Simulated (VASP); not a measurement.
# SnGe2N2 (R-3m) in VASP: single point with PBE

Aim: the single point of SnGe2N2 with PBE.

All numbers are computed with VASP 6.6.1; they aren't measurements. Logs are shortened: lines on timing, memory, paths and dates and some standing lists are left out, and cuts for length are marked.

## 1. The cell of the first run

It takes space group R-3m (No. 166, trigonal). Conventional cell: a = 3.125 Å, b = 3.125 Å, c = 35.646 Å, α = 90.00°, β = 90.00°, γ = 120.00°. Within 4.1 Å of Sn (site symmetry -3m) lie 6 Sn at 3.13 Å. Ge (site symmetry 3m) has 3 N at 1.91 Å and 1 Ge at 2.54 Å within 2.6 Å. Within 2.5 Å of N (site symmetry 3m) lie 3 Ge at 1.91 Å.

## 2. Single point, PBE

INCAR reads:

```
SYSTEM = SnGe2N2
PREC     = Accurate       ! precision mode
ENCUT    = 520            ! plane-wave cutoff, eV
EDIFF    = 1E-6           ! SCF threshold, eV
ISMEAR   = 0              ! smearing method
SIGMA    = 0.15           ! smearing width, eV
LREAL    = .False.        ! projectors in reciprocal space
LASPH    = .True.         ! aspherical terms in the spheres
NELM     = 100            ! most SCF steps
ALGO     = Normal         ! electronic algorithm
ISIF     = 2              ! what is computed and relaxed
LWAVE    = .False.        ! write WAVECAR
LCHARG   = .False.        ! write CHGCAR
GGA      = PE             ! functional
NBANDS   = 34             ! bands
```

KPOINTS reads:

```
Automatic mesh
0
Gamma
  4 4 4
  0 0 0
```

POSCAR reads:

```
SnGe2N2
1.0
    1.5625840679      0.9021583342     11.8819057276
   -1.5625840679      0.9021583342     11.8819057276
    0.0000000000     -1.8043166625     11.8819057280
Sn Ge N
1 2 2
Direct
    0.0000000000      0.0000000000      0.0000000000
    0.4644401077      0.4644401077      0.4644401077
    0.5355598923      0.5355598923      0.5355598923
    0.7802555156      0.7802555156      0.7802555156
    0.2197444844      0.2197444844      0.2197444844
```

Potentials or basis: VASP PAW PBE potentials, release 64 (Sn_d, Ge_d, N).

The run is started by

```sh
cat potpaw_PBE.64/Sn_d/POTCAR potpaw_PBE.64/Ge_d/POTCAR potpaw_PBE.64/N/POTCAR > POTCAR
mpirun -np 1 vasp_std > vasp.out
```

OUTCAR:

```text
SYSTEM = SnGe2N2
   PREC = Accurate
   ENCUT = 520
   EDIFF = 1E-6
   ISMEAR = 0
   LREAL = .False.
   LASPH = .True.
   NELM = 100
   ISIF = 2
   GGA = PE

 ion  position               nearest neighbor table
   1  0.000  0.000  0.000-
   2  0.464  0.464  0.464-   4 1.91   4 1.91   4 1.91   3 2.54
   3  0.536  0.536  0.536-   5 1.91   5 1.91   5 1.91   2 2.54
   4  0.780  0.780  0.780-   2 1.91   2 1.91   2 1.91
   5  0.220  0.220  0.220-   3 1.91   3 1.91   3 1.91

  LATTYP: Found a trigonal (rhomboedric) cell.
 ALAT       =    12.0181214151
 COS(alpha) =     0.9661901219

  Lattice vectors:

 A1 = (   1.5625840679,   0.9021583342,  11.8819057276)
 A2 = (  -1.5625840679,   0.9021583342,  11.8819057276)
 A3 = (   0.0000000000,  -1.8043166625,  11.8819057280)

Analysis of symmetry for initial positions (statically):
=====================================================================
 Subroutine PRICEL returns:
 Original cell was already a primitive cell.

 Routine SETGRP: Setting up the symmetry group for a
 trigonal (rhombohedral) supercell.

 Subroutine GETGRP returns: Found 12 space group operations
 (whereof 12 operations were pure point group operations)
 out of a pool of 12 trial point group operations.

The static configuration has the point symmetry D_3d.

Analysis of symmetry for dynamics (positions and initial velocities):
=====================================================================
 Subroutine PRICEL returns:
 Original cell was already a primitive cell.

 Routine SETGRP: Setting up the symmetry group for a
 trigonal (rhombohedral) supercell.

 Subroutine GETGRP returns: Found 12 space group operations
 (whereof 12 operations were pure point group operations)
 out of a pool of 12 trial point group operations.

The dynamic configuration has the point symmetry D_3d.

 Subroutine INISYM returns: Found 12 space group operations
 (whereof 12 operations are pure point group operations),
 and found     1 'primitive' translations

----------------------------------------------------------------------------------------

                                     Primitive cell

  volume of cell :     100.4994

  direct lattice vectors                    reciprocal lattice vectors
     1.562584068  0.902158334 11.881905728     0.319982784  0.184742146  0.028053861
    -1.562584068  0.902158334 11.881905728    -0.319982784  0.184742146  0.028053861
     0.000000000 -1.804316663 11.881905728     0.000000000 -0.369484293  0.028053861

  length of vectors
    12.018121415 12.018121415 12.018121415     0.370547786  0.370547786  0.370547786

  position of ions in fractional coordinates (direct lattice)
     0.000000000  0.000000000  0.000000000
     0.464440108  0.464440108  0.464440108
     0.535559892  0.535559892  0.535559892
     0.780255516  0.780255516  0.780255516
     0.219744484  0.219744484  0.219744484

  ion indices of the primitive-cell ions
   primitive index   ion index
                 1           1
                 2           2
                 3           3
                 4           4
                 5           5

----------------------------------------------------------------------------------------

 KPOINTS: Automatic mesh

Automatic generation of k-mesh.
 Grid dimensions read from file:
 generate k-points for:    4    4    4

 Generating k-lattice:

  Cartesian coordinates                     Fractional coordinates (reciprocal lattice)
     0.079995696  0.046185537  0.007013465     0.250000000  0.000000000  0.000000000
    -0.079995696  0.046185537  0.007013465     0.000000000  0.250000000  0.000000000
     0.000000000 -0.092371073  0.007013465     0.000000000  0.000000000  0.250000000

  Length of vectors
     0.092636947  0.092636947  0.092636947

  Shift w.r.t. Gamma in fractional coordinates (k-lattice)
     0.000000000  0.000000000  0.000000000

 Subroutine IBZKPT returns following result:
 ===========================================

 Found     13 irreducible k-points:

 Following reciprocal coordinates:
            Coordinates               Weight
  0.000000  0.000000  0.000000      1.000000
  0.250000  0.000000  0.000000      6.000000
  0.500000  0.000000  0.000000      3.000000
  0.250000  0.250000  0.000000      6.000000
  0.500000  0.250000 -0.000000     12.000000
 -0.250000  0.250000  0.000000      6.000000
  0.500000  0.500000  0.000000      3.000000
  0.250000  0.250000  0.250000      2.000000
  0.500000  0.250000  0.250000      6.000000
 -0.250000  0.250000  0.250000      6.000000
  0.500000  0.500000  0.250000      6.000000
 -0.250000  0.500000  0.250000      6.000000
  0.500000  0.500000  0.500000      1.000000
   k-points           NKPTS =     13   k-points in BZ     NKDIM =     13   number of bands    NBANDS=     34
   number of dos      NEDOS =    301   number of ions     NIONS =      5
   total plane-waves  NPLWV = 729000
   dimension x,y,z NGX =    90 NGY =   90 NGZ =   90
   dimension x,y,z NGXF=   180 NGYF=  180 NGZF=  180
   ions per type =               1   2   2
   NGX,Y,Z   is equivalent  to a cutoff of  12.45, 12.45, 12.45 a.u.
   NGXF,Y,Z  is equivalent  to a cutoff of  24.90, 24.90, 24.90 a.u.
 SYSTEM =  SnGe2N2
   PREC   = accura    normal or accurate (medium, high low for compatibility)
   ISTART =      0    job   : 0-new  1-cont  2-samecut
   ICHARG =      2    charge: 1-file 2-atom 10-const
   ISPIN  =      1    spin polarized calculation?
   LNONCOLLINEAR =      F non collinear calculations
   LSORBIT =      F    spin-orbit coupling
   LASPH  =      T    aspherical Exc in radial PAW
   ENCUT  =  520.0 eV  38.22 Ry    6.18 a.u.  22.35 22.35 22.35*2*pi/ulx,y,z
   NELM   =    100;   NELMIN=  2; NELMDL= -5     # of ELM steps
   EDIFF  = 0.1E-05   stopping-criterion for ELM
   LREAL  =      F    real-space projection
   EDIFFG = 0.1E-04   stopping-criterion for IOM
   NSW    =      0    number of steps for IOM
   IBRION =     -1    ionic relax: 0-MD 1-quasi-New 2-CG
   NFREE  =      0    steps in history (QN), initial steepest desc. (CG)
   ISIF   =      2    stress and relaxation
   ISYM   =      2    0-nonsym 1-usesym 2-fastsym
   POTIM  = 0.5000    time-step for ionic-motion
   TEBEG  =    0.0;   TEEND  =   0.0 temperature during run
   PSTRESS=    0.0 pullay stress
   NELECT =      52.0000    total number of electrons
   NUPDOWN=      -1.0000    fix difference up-down
   EMIN   =  10.00;   EMAX   =-10.00  energy-range for DOS
   EFERMI =   0.00;   METHOD = LEGACY
   ISMEAR =     0;   SIGMA  =   0.15  broadening in eV -4-tet -1-fermi 0-gaus
   EFERMI_NEDOS =   21; number of points for ismear=-14 and -15
   IALGO  =     38    algorithm
   IMIX   =      4    mixing-type and parameters
     AMIX     =   0.40;   BMIX     =  1.00
     AMIX_MAG =   1.60;   BMIX_MAG =  1.00
  volume/ion in A,a.u.               =      20.10       135.64
  Fermi-wavevector in a.u.,A,eV,Ry     =   1.314281  2.483630 23.501800  1.727334
  Thomas-Fermi vector in A             =   2.444545
   LORBIT       =      0    0 simple, 1 ext, 2 COOP (PROOUT), +10 PAW based schemes
   GGA     = PE    functional components
   LHFCALC =     F    Hartree Fock is set to
   AEXX    =    0.0000 exact exchange contribution
   IVDW    =     0    specifies the selected vdW correction
   LEPSILON=     F    determine dielectric tensor
   LRPA    =     F    only Hartree local field effects (RPA)
 non-spin polarized calculation
 Gauss-broadening in eV      SIGMA  =   0.15
  energy-cutoff  :      520.00
  volume of cell :      100.50
 maximum number of plane-waves:      2722
 NGX is ok and might be reduce to    90
   NGX = 45   NGY = 45   NGZ = 45

 number of electron      52.0000004 magnetization

 Free energy of the ion-electron system (eV)
  ---------------------------------------------------
  ext. energy  EPLUGINS =         0.00000000
  ---------------------------------------------------
  free energy    TOTEN  =       -28.16506297 eV

  energy without entropy =      -28.15651028  energy(sigma->0) =      -28.16078663

 E-fermi :   4.5317     XC(G=0):  -9.3515

 val. band max:        4.3967784505   @ k =   0.5000   0.5000   0.2500
 cond. band min:       4.5397678297   @ k =   0.5000   0.5000   0.5000
 fundamental gap:      0.1429893792
 Fermi energy:         4.5317195257

 k-point     1 :       0.0000    0.0000    0.0000
  band No.  band energies     occupation
      1     -21.0997      2.00000
      2     -21.0373      2.00000
      3     -21.0373      2.00000
      4     -21.0353      2.00000
      5     -21.0353      2.00000
      6     -20.9473      2.00000
[... 26 lines left out ...]
     33      11.6705      0.00000
     34      11.6705      0.00000

 k-point     2 :       0.2500    0.0000    0.0000
  band No.  band energies     occupation
      1     -21.1000      2.00000
      2     -21.0769      2.00000
      3     -21.0321      2.00000
      4     -21.0054      2.00000
      5     -20.9962      2.00000
      6     -20.9671      2.00000
[... 26 lines left out ...]
     33      11.0456      0.00000
     34      11.6104      0.00000

 k-point     3 :       0.5000    0.0000    0.0000
  band No.  band energies     occupation
      1     -21.1221      2.00000
      2     -21.1126      2.00000
      3     -21.0092      2.00000
      4     -20.9909      2.00000
      5     -20.9862      2.00000
      6     -20.9590      2.00000
[... 26 lines left out ...]
     33      11.0972      0.00000
     34      11.1639      0.00000

 k-point     4 :       0.2500    0.2500    0.0000
  band No.  band energies     occupation
      1     -21.1000      2.00000
      2     -21.0769      2.00000
      3     -21.0321      2.00000
      4     -21.0054      2.00000
      5     -20.9962      2.00000
      6     -20.9671      2.00000
[... 26 lines left out ...]
     33      11.0616      0.00000
     34      11.4180      0.00000

 k-point     5 :       0.5000    0.2500   -0.0000
  band No.  band energies     occupation
      1     -21.0952      2.00000
      2     -21.0875      2.00000
      3     -21.0273      2.00000
      4     -20.9979      2.00000
      5     -20.9845      2.00000
      6     -20.9592      2.00000
[... 26 lines left out ...]
     33      10.8173      0.00000
     34      11.5695      0.00000

 k-point     6 :      -0.2500    0.2500    0.0000
  band No.  band energies     occupation
      1     -21.0952      2.00000
      2     -21.0875      2.00000
      3     -21.0273      2.00000
      4     -20.9979      2.00000
      5     -20.9845      2.00000
      6     -20.9592      2.00000
[... 26 lines left out ...]
     33      10.9057      0.00000
     34      11.5610      0.00000

 k-point     7 :       0.5000    0.5000    0.0000
  band No.  band energies     occupation
      1     -21.1221      2.00000
      2     -21.1126      2.00000
      3     -21.0092      2.00000
      4     -20.9909      2.00000
      5     -20.9862      2.00000
      6     -20.9590      2.00000
[... 26 lines left out ...]
     33      11.0268      0.00000
     34      11.1664      0.00000

 k-point     8 :       0.2500    0.2500    0.2500
  band No.  band energies     occupation
      1     -21.0997      2.00000
      2     -21.0373      2.00000
      3     -21.0373      2.00000
      4     -21.0353      2.00000
      5     -21.0353      2.00000
      6     -20.9473      2.00000
[... 26 lines left out ...]
     33      11.6704      0.00000
     34      11.6704      0.00000

 k-point     9 :       0.5000    0.2500    0.2500
  band No.  band energies     occupation
      1     -21.1000      2.00000
      2     -21.0769      2.00000
      3     -21.0321      2.00000
      4     -21.0054      2.00000
      5     -20.9962      2.00000
      6     -20.9671      2.00000
[... 26 lines left out ...]
     33      11.0244      0.00000
     34      11.6635      0.00000

 k-point    10 :      -0.2500    0.2500    0.2500
  band No.  band energies     occupation
      1     -21.1221      2.00000
      2     -21.1126      2.00000
      3     -21.0092      2.00000
      4     -20.9909      2.00000
      5     -20.9862      2.00000
      6     -20.9590      2.00000
[... 26 lines left out ...]
     33      11.0585      0.00000
     34      11.1652      0.00000

 k-point    11 :       0.5000    0.5000    0.2500
  band No.  band energies     occupation
      1     -21.1000      2.00000
      2     -21.0769      2.00000
      3     -21.0321      2.00000
      4     -21.0054      2.00000
      5     -20.9962      2.00000
      6     -20.9671      2.00000
[... 26 lines left out ...]
     33      11.0242      0.00000
     34      11.6649      0.00000

 k-point    12 :      -0.2500    0.5000    0.2500
  band No.  band energies     occupation
      1     -21.0952      2.00000
      2     -21.0875      2.00000
      3     -21.0273      2.00000
      4     -20.9979      2.00000
      5     -20.9845      2.00000
      6     -20.9592      2.00000
[... 26 lines left out ...]
     33      10.7371      0.00000
     34      11.5803      0.00000

 k-point    13 :       0.5000    0.5000    0.5000
  band No.  band energies     occupation
      1     -21.0997      2.00000
      2     -21.0373      2.00000
      3     -21.0373      2.00000
      4     -21.0353      2.00000
      5     -21.0353      2.00000
      6     -20.9473      2.00000
[... 26 lines left out ...]
     33      11.6702      0.00000
     34      11.7207      0.00000

------------------------ aborting loop because EDIFF is reached ----------------------------------------

  FORCE on cell =-STRESS in cart. coord.  units (eV):
  Direction    XX          YY          ZZ          XY          YZ          ZX
  --------------------------------------------------------------------------------------
  -------------------------------------------------------------------------------------
  Total       -0.0344262     -0.0344262      0.3032995      0.0000000      0.0000000      0.0000000
  in kB       -0.5488283     -0.5488283      4.8352482      0.0000000      0.0000000      0.0000000
  external PRESSURE =       1.2458639 kB  Pullay stress =       0.0000000 kB

 VOLUME and BASIS-vectors are now :
 -----------------------------------------------------------------------------
  energy-cutoff  :      520.00
  volume of cell :      100.50
      direct lattice vectors                 reciprocal lattice vectors
     1.562584068  0.902158334 11.881905728     0.319982784  0.184742146  0.028053861
    -1.562584068  0.902158334 11.881905728    -0.319982784  0.184742146  0.028053861
     0.000000000 -1.804316663 11.881905728     0.000000000 -0.369484293  0.028053861

 POSITION                                       TOTAL-FORCE (eV/Angst)
 -----------------------------------------------------------------------------------
      0.00000      0.00000      0.00000         0.000000     -0.000000      0.000000
      0.00000      0.00000     16.55530         0.000000     -0.000000     -0.042052
      0.00000      0.00000     19.09042         0.000000      0.000000      0.042052
      0.00000      0.00000     27.81277         0.000000      0.000000      0.016617
      0.00000      0.00000      7.83295         0.000000     -0.000000     -0.016617
 -----------------------------------------------------------------------------------
    total drift:                               -0.000000     -0.000000      0.000000

  FREE ENERGIE OF THE ION-ELECTRON SYSTEM (eV)
  ---------------------------------------------------
  free  energy   TOTEN  =       -28.1650629742 eV

  energy  without entropy=      -28.1565102826  energy(sigma->0) =      -28.16078663
```

Run time: 13 min. Hardware: 1 thread of Intel Xeon Platinum 8488C (Sapphire Rapids), shared host; peak memory 1.3 GiB.

What came out:

```yaml
Free_energy: -28.1651 eV
Pressure: 0.1 GPa
Largest_force: 0.042 eV/Å
Band_gap_on_the_k_mesh: 0.14 eV (least direct gap 0.82 eV)
```

Forces in eV/Å, atoms in the order of the input:
```
Sn   0.000  0.000  0.000
Ge   0.000  0.000 -0.042
Ge   0.000  0.000  0.042
N    0.000  0.000  0.017
N    0.000  0.000 -0.017
```

Caveat: the k points lie up to 0.58 Å⁻¹ apart; semilocal functionals underestimate gaps, and a narrow one can read as zero; spin-orbit coupling is left out, which moves the levels of the heavy elements.
